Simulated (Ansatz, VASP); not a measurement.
## Sb2W: VASP beside Ansatz

INCAR

```
PREC     = Accurate       # precision mode
ENCUT    = 600            # plane-wave cutoff, eV
EDIFF    = 1E-6           # SCF threshold, eV
ISMEAR   = -1             # smearing method
SIGMA    = 0.05           # smearing width, eV
LREAL    = False          # projectors in reciprocal space
LASPH    = True           # aspherical terms in the spheres
NELM     = 100            # most SCF steps
ALGO     = Normal         # electronic algorithm
ISIF     = 3              # what is computed and relaxed
LWAVE    = False          # write WAVECAR
LCHARG   = False          # write CHGCAR
GGA      = PE             # functional
IBRION   = 2              # ionic algorithm
NSW      = 100            # ionic steps
EDIFFG   = -0.005         # ionic threshold
```

Contents of KPOINTS:

```
Automatic mesh
0
Gamma
  12 12 7
```

POSCAR

```
Sb2W
1.0
    4.0134316650      0.0000000000      0.0000000000
   -2.0067158325      3.4757337783      0.0000000000
    0.0000000000      0.0000000000      6.4214906640
W Sb
1 2
Direct
    0.0000000000      0.0000000000      0.0000000000
    0.3333333333      0.6666666667      0.2500000000
    0.6666666667      0.3333333333      0.7500000000
```

Input for Ansatz:

```yaml
crystal:
  lattice:
    - [4.013431665, 0.0, 0.0]
    - [-2.0067158325, 3.4757337783, 0.0]
    - [0.0, 0.0, 6.421490664]
  atoms:
    - { symbol: W, position: [0.0, 0.0, 0.0] }
    - { symbol: Sb, position: [0.3333333333, 0.6666666667, 0.25] }
    - { symbol: Sb, position: [0.6666666667, 0.3333333333, 0.75] }
kpoints:
  mp_grid: { grid: [12, 12, 7] }
scf:
  occupations: { method: fermi_dirac, width: 0.05 }
hamiltonian:
  xc: pbe
  pseudopotentials: { kind: paw }
output:
  forces: true
  stress: true
relax:
  f_tol: 0.005
  max_steps: 80
  cell: {}
```

Alike in both runs: task relaxation of cell and atoms; functional PBE; k mesh 12 × 12 × 7; occupations fermi-dirac, width 0.05 eV; no spin polarisation.

|  | VASP | Ansatz |
| --- | --- | --- |
| version | VASP 6.6.1 | Ansatz 0.2.0 |
| potentials or method | VASP PAW PBE potentials, release 64 (W_sv, Sb) | PAW with Ansatz's default frozen-core files, scalar-relativistic |
| plane-wave cutoff (eV) | 600 | 420 |
| valence electrons in the cell | 24 | 44 |

|  | VASP | Ansatz | Ansatz less VASP |
| --- | --- | --- | --- |
| relaxed volume (Å³/atom) | 23.17 | 23.23 | +0.062 |
| relaxed cell length with the largest relative difference (Å) | 6.668 | 6.689 | +0.0207 |

VASP's potentials hold 24 valence electrons a cell and Ansatz's 44, so a difference there can come from the potentials and not from the codes.

Spin-orbit coupling is off throughout. Noted on VASP's run: the volume moved by over 15 % at a fixed basis, so the end points are rough.
